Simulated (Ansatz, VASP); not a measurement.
Two plane-wave programs on CdS

Contents of POSCAR:

```
CdS
1.0
    0.0000000000      2.7267765431      2.7267765431
    2.7267765431      0.0000000000      2.7267765431
    2.7267765431      2.7267765431      0.0000000000
Cd S
1 1
Direct
    0.0000000000      0.0000000000      0.0000000000
    0.5000000000      0.5000000000      0.5000000000
```

INCAR.step1

```
  ALGO = Normal
  EDIFF = 1E-5
  ENCUT = 520
  GGA = PE
  ISIF = 2
  ISMEAR = 0
  LASPH = True
  LCHARG = False
  LREAL = False
  LWAVE = True
  NBANDS = 16
  NELM = 60
  PREC = Accurate
  SIGMA = 0.01
```

Contents of INCAR.step2:

```
  AEXX = 0.2
  ALGO = Normal
  EDIFF = 1E-6
  ENCUT = 520
  GGA = PE
  HFSCREEN = 0.5
  ISIF = 2
  ISMEAR = 0
  ISTART = 1
  LASPH = True
  LCHARG = False
  LHFCALC = True
  LREAL = False
  LWAVE = False
  NBANDS = 16
  NELM = 60
  PREC = Accurate
  PRECFOCK = Normal
  SIGMA = 0.01
```

KPOINTS

```
k-points
0
Gamma
  4 4 4
```

Input for Ansatz:

```yaml
crystal:
  lattice:
    - [0.0, 2.7267765431, 2.7267765431]
    - [2.7267765431, 0.0, 2.7267765431]
    - [2.7267765431, 2.7267765431, 0.0]
  atoms:
    - { symbol: Cd, position: [0.0, 0.0, 0.0] }
    - { symbol: S, position: [0.5, 0.5, 0.5] }
kpoints:
  mp_grid: { grid: [4, 4, 4] }
hamiltonian:
  xc: { exchange: pbe, correlation: pbe, exx: { coeff: 0.2, omega: 0.5 } }
scf:
  occupations: { method: fixed }
  n_extra_bands: 4
output:
  forces: true
  stress: true
  eigenvalues: true
```

Alike in both runs: task single point; functional PBE-based screened hybrid; k mesh 4 × 4 × 4; no spin polarisation.

|  | VASP | Ansatz |
| --- | --- | --- |
| version | VASP 6.6.1 | Ansatz 0.2.0 |
| potentials or method | VASP PAW PBE potentials, release 64 (Cd, S) | plane waves |
| plane-wave cutoff (eV) | 520 | 420 |
| occupations | gaussian, width 0.01 eV | fixed |
| valence electrons in the cell | 18 | 26 |

Ansatz gave:

```
gap on the k mesh at the Fermi level (eV) : 0.65
pressure (GPa)                            : 1.3
```

Problem. Estimate VASP's values.

Solution. gap on the k mesh at the Fermi level (eV): 0.64; pressure (GPa): 1.7.

VASP's potentials were made for PBE, not for PBE-based screened hybrid. VASP's potentials hold 18 valence electrons a cell and Ansatz's 26, so a difference there can come from the potentials and not from the codes. Ansatz's warnings: stress exchange threshold loose, stress scf threshold loose.

The k mesh is coarse, so the values compare programs but aren't converged.
